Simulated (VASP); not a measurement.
SnO2: single point with PBE

SnO2:

```
CELL_PARAMETERS angstrom
4.97917 0.00000 0.00000
0.00000 4.97918 0.00000
0.00000 0.00000 3.16576
ATOMIC_POSITIONS crystal
Sn 0.50000 0.50000 0.50000
Sn 0.00000 0.00000 0.00000
O 0.30764 0.30766 0.00000
O 0.80764 0.19234 0.50000
O 0.19236 0.80766 0.50000
O 0.69236 0.69234 0.00000
```

* Program: VASP 6.6.1
* Task: single point
* Functional: PBE
* Potentials or basis: VASP PAW PBE potentials, release 64 (Sn_d, O)
* Cutoff: 520 eV
* k mesh: 6 × 6 × 10
* Occupations: gaussian, width 0.05 eV
* Spin: no spin polarisation
* Dipole correction: no
* Further INCAR settings: ALGO = Normal; EDIFF = 1e-06; NBANDS = 35

```yaml
Pressure: -3.5 GPa
Largest_force: 0.036 eV/Å
Band_gap_on_the_k_mesh: 0.53 eV
```

Forces on the atoms (eV/Å):
```
Sn   0.000  0.000  0.000
Sn   0.000  0.000  0.000
O   -0.026 -0.026  0.000
O   -0.026  0.026  0.000
O    0.026 -0.026  0.000
O    0.026  0.026  0.000
```

Stress tensor (GPa, compression positive):
```
-6.31  0.00  0.00
 0.00 -6.30  0.00
 0.00  0.00  2.24
```

Levels at points of the mesh, in eV from the valence-band top:
| k point | band 24 | band 25 | band 26 | band 27 | band 28 | band 29 |
| --- | --- | --- | --- | --- | --- | --- |
| (0.00, 0.00, 0.00) | -0.76 | -0.76 | 0.00 | 0.53 | 5.73 | 6.20 |
| (0.50, 0.00, 0.00) | -1.09 | -0.64 | -0.64 | 3.56 | 3.56 | 6.98 |
| (0.00, 0.50, 0.00) | -1.09 | -0.64 | -0.64 | 3.56 | 3.56 | 6.98 |
| (0.50, 0.50, 0.00) | -1.18 | -0.90 | -0.90 | 4.03 | 4.03 | 7.14 |
| (0.00, 0.00, 0.50) | -1.39 | -1.13 | -1.13 | 5.26 | 5.26 | 8.94 |
| (0.50, 0.00, 0.50) | -0.98 | -0.84 | -0.84 | 5.46 | 5.46 | 7.04 |
| (0.00, 0.50, 0.50) | -0.98 | -0.84 | -0.84 | 5.46 | 5.46 | 7.04 |
| (0.50, 0.50, 0.50) | -0.92 | -0.79 | -0.79 | 4.05 | 4.05 | 8.31 |

It took 120 s on 1 thread of Intel(R) Xeon(R) Platinum 8488C (Sapphire Rapids), on a shared host, peak memory 0.33 GiB.

Caveat: the stress differs along the axes, from -6 to 2 GPa; semilocal functionals underestimate gaps, and a narrow one can read as zero; spin-orbit coupling is left out, which moves the levels of the heavy elements.
